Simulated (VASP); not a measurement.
# BiTe (I4/mmm) in VASP: a series of runs

Runs on BiTe. Level: PBE. Tasks: single point.

Everything below comes from runs of VASP 6.6.1. Logs are shortened: lines on timing, memory, paths and dates and some standing lists are left out, and cuts for length are marked.

### 1 The cell of the first run

The structure is tetragonal, space group I4/mmm (No. 139). Conventional cell: a = 4.598 Å, b = 4.598 Å, c = 6.351 Å, α = 90.00°, β = 90.00°, γ = 90.00°. Within 4.2 Å of Bi (site symmetry 4/mmm) lie 6 Te at 3.18 to 3.25 Å. Within 4.2 Å of Te (site symmetry 4/mmm) lie 6 Bi at 3.18 to 3.25 Å.

### 2 Single point, PBE (the cell strained)

The input, INCAR:

```
SYSTEM = BiTe
PREC = Accurate
ENCUT = 520
EDIFF = 1E-7
ISMEAR = 0
SIGMA = 0.15
LREAL = .False.
LASPH = .True.
NELM = 80
ALGO = Normal
ISIF = 2
LWAVE = .False.
LCHARG = .False.
GGA = PE
NBANDS = 18
```

The input, KPOINTS:

```
regular mesh
0
Gamma
  12 12 12
  0 0 0
```

The input, POSCAR:

```
BiTe
1.0
    0.0000000000      3.2511939987      3.1754411785
    3.2511939987      0.0000000000      3.1754411785
    3.2511939987      3.2511939987      0.0000000000
Bi Te
1 1
Direct
    0.0000000000      0.0000000000      0.0000000000
    0.5000000000      0.5000000000      0.5000000000
```

Potentials or basis: VASP PAW PBE potentials, release 64 (Bi_d, Te).

Started as:

```
cat potpaw_PBE.64/Bi_d/POTCAR potpaw_PBE.64/Te/POTCAR > POTCAR
mpirun -np 1 vasp_std > vasp.out
```

OUTCAR:

```text
SYSTEM = BiTe
   PREC = Accurate
   ENCUT = 520
   EDIFF = 1E-7
   ISMEAR = 0
   LREAL = .False.
   LASPH = .True.
   NELM = 80
   ISIF = 2
   GGA = PE

 ion  position               nearest neighbor table
   1  0.000  0.000  0.000-   2 3.18   2 3.18   2 3.25   2 3.25   2 3.25   2 3.25
   2  0.500  0.500  0.500-   1 3.18   1 3.18   1 3.25   1 3.25   1 3.25   1 3.25

  LATTYP: Found a body centered tetragonal cell.
 ALAT       =     4.5978826469
 C/A-ratio  =     1.3812623864

  Lattice vectors:

 A1 = (   0.0000000000,  -3.2511939987,  -3.1754411785)
 A2 = (   0.0000000000,   3.2511939987,  -3.1754411785)
 A3 = (   3.2511939987,   0.0000000000,   3.1754411785)

Analysis of symmetry for initial positions (statically):
=====================================================================
 Subroutine PRICEL returns:
 Original cell was already a primitive cell.

 Routine SETGRP: Setting up the symmetry group for a
 body centered tetragonal supercell.

 Subroutine GETGRP returns: Found 16 space group operations
 (whereof 16 operations were pure point group operations)
 out of a pool of 16 trial point group operations.

The static configuration has the point symmetry D_4h.

Analysis of symmetry for dynamics (positions and initial velocities):
=====================================================================
 Subroutine PRICEL returns:
 Original cell was already a primitive cell.

 Routine SETGRP: Setting up the symmetry group for a
 body centered tetragonal supercell.

 Subroutine GETGRP returns: Found 16 space group operations
 (whereof 16 operations were pure point group operations)
 out of a pool of 16 trial point group operations.

The dynamic configuration has the point symmetry D_4h.

 Subroutine INISYM returns: Found 16 space group operations
 (whereof 16 operations are pure point group operations),
 and found     1 'primitive' translations

----------------------------------------------------------------------------------------

                                     Primitive cell

  volume of cell :      67.1305

  direct lattice vectors                    reciprocal lattice vectors
     0.000000000  3.251193999  3.175441178    -0.153789654  0.153789654  0.157458436
     3.251193999  0.000000000  3.175441178     0.153789654 -0.153789654  0.157458436
     3.251193999  3.251193999  0.000000000     0.153789654  0.153789654 -0.157458436

  length of vectors
     4.544632999  4.544632999  4.597882647     0.268506377  0.268506377  0.268506377

[... 80 lines left out ...]
   EDIFF  = 0.1E-06   stopping-criterion for ELM
   LREAL  =      F    real-space projection
   EDIFFG = 0.1E-05   stopping-criterion for IOM
   NSW    =      0    number of steps for IOM
   IBRION =     -1    ionic relax: 0-MD 1-quasi-New 2-CG
   NFREE  =      0    steps in history (QN), initial steepest desc. (CG)
   ISIF   =      2    stress and relaxation
   ISYM   =      2    0-nonsym 1-usesym 2-fastsym
   POTIM  = 0.5000    time-step for ionic-motion
   TEBEG  =    0.0;   TEEND  =   0.0 temperature during run
   PSTRESS=    0.0 pullay stress
   NELECT =      21.0000    total number of electrons
   NUPDOWN=      -1.0000    fix difference up-down
   EMIN   =  10.00;   EMAX   =-10.00  energy-range for DOS
   EFERMI =   0.00;   METHOD = LEGACY
   ISMEAR =     0;   SIGMA  =   0.15  broadening in eV -4-tet -1-fermi 0-gaus
   EFERMI_NEDOS =   21; number of points for ismear=-14 and -15
   IALGO  =     38    algorithm
   IMIX   =      4    mixing-type and parameters
     AMIX     =   0.40;   BMIX     =  1.00
     AMIX_MAG =   1.60;   BMIX_MAG =  1.00
  volume/ion in A,a.u.               =      33.57       226.51
  Fermi-wavevector in a.u.,A,eV,Ry     =   1.111326  2.100101 16.803802  1.235045
  Thomas-Fermi vector in A             =   2.247887
   LORBIT       =      0    0 simple, 1 ext, 2 COOP (PROOUT), +10 PAW based schemes
   GGA     = PE    functional components
   LHFCALC =     F    Hartree Fock is set to
   AEXX    =    0.0000 exact exchange contribution
   IVDW    =     0    specifies the selected vdW correction
   LEPSILON=     F    determine dielectric tensor
   LRPA    =     F    only Hartree local field effects (RPA)
 non-spin polarized calculation
 Gauss-broadening in eV      SIGMA  =   0.15
  energy-cutoff  :      520.00
  volume of cell :       67.13
 maximum number of plane-waves:      1835
 NGX is ok and might be reduce to    36
   NGX = 17   NGY = 17   NGZ = 17

 number of electron      21.0000000 magnetization

 Free energy of the ion-electron system (eV)
  ---------------------------------------------------
  ext. energy  EPLUGINS =         0.00000000
  ---------------------------------------------------
  free energy    TOTEN  =        -7.17050764 eV

  energy without entropy =       -7.15543427  energy(sigma->0) =       -7.16297096

 E-fermi :   6.7570     XC(G=0):  -9.4725

 val. band max:        6.7493252725   @ k =  -0.1667  -0.0000   0.1667
 cond. band min:       6.7575377578   @ k =  -0.4167   0.1667   0.3333
 fundamental gap:      0.0082124853
 Fermi energy:         6.7569608443

 k-point     1 :       0.0000    0.0000    0.0000
  band No.  band energies     occupation
      1     -16.4109      2.00000
      2     -16.4028      2.00000
      3     -16.4028      2.00000
      4     -16.3946      2.00000
      5     -16.3913      2.00000
      6      -6.8335      2.00000
[... 481 lines left out ...]
      5     -16.3879      2.00000
      6      -4.8698      2.00000
[... 10 lines left out ...]
     17      16.4625      0.00000
     18      17.4498      0.00000

 [... further k-points ...]

------------------------ aborting loop because EDIFF is reached ----------------------------------------

  FORCE on cell =-STRESS in cart. coord.  units (eV):
  Direction    XX          YY          ZZ          XY          YZ          ZX
  --------------------------------------------------------------------------------------
  -------------------------------------------------------------------------------------
  Total        0.1920682      0.1920682      1.1173497      0.0000000      0.0000000      0.0000000
  in kB        4.5840165      4.5840165     26.6673512      0.0000000      0.0000000      0.0000000
  external PRESSURE =      11.9451280 kB  Pullay stress =       0.0000000 kB

 VOLUME and BASIS-vectors are now :
 -----------------------------------------------------------------------------
  energy-cutoff  :      520.00
  volume of cell :       67.13
      direct lattice vectors                 reciprocal lattice vectors
     0.000000000  3.251193999  3.175441178    -0.153789654  0.153789654  0.157458436
     3.251193999  0.000000000  3.175441178     0.153789654 -0.153789654  0.157458436
     3.251193999  3.251193999  0.000000000     0.153789654  0.153789654 -0.157458436

 POSITION                                       TOTAL-FORCE (eV/Angst)
 -----------------------------------------------------------------------------------
      0.00000      0.00000      0.00000         0.000000      0.000000      0.000000
      3.25119      3.25119      3.17544         0.000000      0.000000     -0.000000
 -----------------------------------------------------------------------------------
    total drift:                               -0.000000      0.000000      0.000000

  FREE ENERGIE OF THE ION-ELECTRON SYSTEM (eV)
  ---------------------------------------------------
  free  energy   TOTEN  =        -7.1705076413 eV

  energy  without entropy=       -7.1554342731  energy(sigma->0) =       -7.16297096
```

Wall time 2.6 min (1 thread of Intel Xeon Platinum 8259CL at 2.50GHz (Skylake/Cascade Lake), shared host); peak memory 0.35 GiB.

Results:

* Free energy: -7.1705 eV
* Pressure: 1.2 GPa
* Band gap on the k mesh: zero (an odd number of electrons rules out a gap without spin polarisation)

Caveat: the cell differs from its parent crystal (the cell strained); spin-orbit coupling is left out, which moves the levels of the heavy elements.

### 3 Single point, PBE (the cell strained)

The input, INCAR:

```
SYSTEM = BiTe
  ALGO = Normal
  EDIFF = 1E-6
  ENCUT = 520
  GGA = PE
  ISIF = 2
  ISMEAR = 0
  LASPH = .TRUE.
  LCHARG = .FALSE.
  LREAL = .FALSE.
  LWAVE = .FALSE.
  NBANDS = 18
  NELM = 100
  PREC = Accurate
  SIGMA = 0.15
```

The input, KPOINTS:

```
k-points
0
G
  12 12 12
  0 0 0
```

The input, POSCAR:

```
BiTe
1.0
    0.0000000000      3.2511939987      3.3269468189
    3.2511939987      0.0000000000      3.3269468189
    3.2511939987      3.2511939987      0.0000000000
Bi Te
1 1
Direct
    0.0000000000      0.0000000000      0.0000000000
    0.5000000000      0.5000000000      0.5000000000
```

Potentials or basis: VASP PAW PBE potentials, release 64 (Bi_d, Te).

Started as:

```
cat potpaw_PBE.64/Bi_d/POTCAR potpaw_PBE.64/Te/POTCAR > POTCAR
mpirun -np 1 vasp_std > vasp.out
```

OUTCAR:

```text
SYSTEM = BiTe
   EDIFF = 1E-6
   ENCUT = 520
   GGA = PE
   ISIF = 2
   ISMEAR = 0
   LASPH = .TRUE.
   LREAL = .FALSE.
   NELM = 100
   PREC = Accurate

 ion  position               nearest neighbor table
   1  0.000  0.000  0.000-   2 3.25   2 3.25   2 3.25   2 3.25   2 3.33   2 3.33
   2  0.500  0.500  0.500-   1 3.25   1 3.25   1 3.25   1 3.25   1 3.33   1 3.33

  LATTYP: Found a body centered tetragonal cell.
 ALAT       =     4.5978826469
 C/A-ratio  =     1.4471647384

  Lattice vectors:

 A1 = (  -3.2511939987,   0.0000000000,   3.3269468189)
 A2 = (   3.2511939987,   0.0000000000,   3.3269468189)
 A3 = (   0.0000000000,   3.2511939987,  -3.3269468189)

Analysis of symmetry for initial positions (statically):
=====================================================================
 Subroutine PRICEL returns:
 Original cell was already a primitive cell.

 Routine SETGRP: Setting up the symmetry group for a
 body centered tetragonal supercell.

 Subroutine GETGRP returns: Found 16 space group operations
 (whereof 16 operations were pure point group operations)
 out of a pool of 16 trial point group operations.

The static configuration has the point symmetry D_4h.

Analysis of symmetry for dynamics (positions and initial velocities):
=====================================================================
 Subroutine PRICEL returns:
 Original cell was already a primitive cell.

 Routine SETGRP: Setting up the symmetry group for a
 body centered tetragonal supercell.

 Subroutine GETGRP returns: Found 16 space group operations
 (whereof 16 operations were pure point group operations)
 out of a pool of 16 trial point group operations.

The dynamic configuration has the point symmetry D_4h.

 Subroutine INISYM returns: Found 16 space group operations
 (whereof 16 operations are pure point group operations),
 and found     1 'primitive' translations

[... 112 lines left out ...]
   IMIX   =      4    mixing-type and parameters
     AMIX     =   0.40;   BMIX     =  1.00
     AMIX_MAG =   1.60;   BMIX_MAG =  1.00
  volume/ion in A,a.u.               =      35.17       237.32
  Fermi-wavevector in a.u.,A,eV,Ry     =   1.094193  2.067726 16.289698  1.197259
  Thomas-Fermi vector in A             =   2.230493
   LORBIT       =      0    0 simple, 1 ext, 2 COOP (PROOUT), +10 PAW based schemes
   GGA     = PE    functional components
   LHFCALC =     F    Hartree Fock is set to
   AEXX    =    0.0000 exact exchange contribution
   IVDW    =     0    specifies the selected vdW correction
   LEPSILON=     F    determine dielectric tensor
   LRPA    =     F    only Hartree local field effects (RPA)
 non-spin polarized calculation
 Gauss-broadening in eV      SIGMA  =   0.15
  energy-cutoff  :      520.00
  volume of cell :       70.33
 maximum number of plane-waves:      1915
   NGX = 17   NGY = 17   NGZ = 17

 number of electron      20.9999996 magnetization

 Free energy of the ion-electron system (eV)
  ---------------------------------------------------
  ext. energy  EPLUGINS =         0.00000000
  ---------------------------------------------------
  free energy    TOTEN  =        -7.17248017 eV

  energy without entropy =       -7.15609884  energy(sigma->0) =       -7.16428950

 E-fermi :   6.1961     XC(G=0):  -9.2652

 val. band max:        6.1844143259   @ k =  -0.2500   0.3333   0.1667
 cond. band min:       6.1966167917   @ k =   0.2500  -0.0000   0.1667
 fundamental gap:      0.0122024658
 Fermi energy:         6.1960683278

 k-point     1 :       0.0000    0.0000    0.0000
  band No.  band energies     occupation
      1     -16.9496      2.00000
      2     -16.9483      2.00000
      3     -16.9401      2.00000
      4     -16.9401      2.00000
      5     -16.9386      2.00000
      6      -7.0747      2.00000
[... 481 lines left out ...]
      5     -16.9348      2.00000
      6      -5.1679      2.00000
[... 10 lines left out ...]
     17      15.3348      0.00000
     18      16.6978      0.00000

 [... further k-points ...]

------------------------ aborting loop because EDIFF is reached ----------------------------------------

  FORCE on cell =-STRESS in cart. coord.  units (eV):
  Direction    XX          YY          ZZ          XY          YZ          ZX
  --------------------------------------------------------------------------------------
  -------------------------------------------------------------------------------------
  Total       -0.1927001     -0.1927001     -0.9562159      0.0000000      0.0000000     -0.0000000
  in kB       -4.3896594     -4.3896594    -21.7823585      0.0000000      0.0000000     -0.0000000
  external PRESSURE =     -10.1872258 kB  Pullay stress =       0.0000000 kB

 VOLUME and BASIS-vectors are now :
 -----------------------------------------------------------------------------
  energy-cutoff  :      520.00
  volume of cell :       70.33
      direct lattice vectors                 reciprocal lattice vectors
     0.000000000  3.251193999  3.326946819    -0.153789654  0.153789654  0.150287945
     3.251193999  0.000000000  3.326946819     0.153789654 -0.153789654  0.150287945
     3.251193999  3.251193999  0.000000000     0.153789654  0.153789654 -0.150287945

 POSITION                                       TOTAL-FORCE (eV/Angst)
 -----------------------------------------------------------------------------------
      0.00000      0.00000      0.00000        -0.000000      0.000000     -0.000000
      3.25119      3.25119      3.32695         0.000000     -0.000000      0.000000
 -----------------------------------------------------------------------------------
    total drift:                               -0.000000      0.000000      0.000000

  FREE ENERGIE OF THE ION-ELECTRON SYSTEM (eV)
  ---------------------------------------------------
  free  energy   TOTEN  =        -7.1724801678 eV

  energy  without entropy=       -7.1560988362  energy(sigma->0) =       -7.16428950
```

stdout:

```text
POSCAR found type information on POSCAR BiTe
 POSCAR found :  2 types and       2 ions
 scaLAPACK will be used
 LDA part: xc-table for (Slater+PW92), standard interpolation
 POSCAR, INCAR and KPOINTS ok, starting setup
 FFT: planning ... GRIDC
 FFT: planning ... GRID_SOFT
 FFT: planning ... GRID
 WAVECAR not read
 entering main loop
```

Wall time 2.2 min (1 thread of Intel Xeon Platinum 8259CL at 2.50GHz (Skylake/Cascade Lake), shared host); peak memory 0.35 GiB.

What came out:

| Property | Result |
| --- | --- |
| Free energy | -7.1725 eV |
| Pressure | -1.0 GPa |
| Band gap on the k mesh | zero (an odd number of electrons rules out a gap without spin polarisation) |

Stress tensor (GPa, compression positive):
```
-0.44  0.00  0.00
 0.00 -0.44  0.00
 0.00  0.00 -2.18
```

Caveat: the cell differs from its parent crystal (the cell strained); spin-orbit coupling is left out, which moves the levels of the heavy elements.
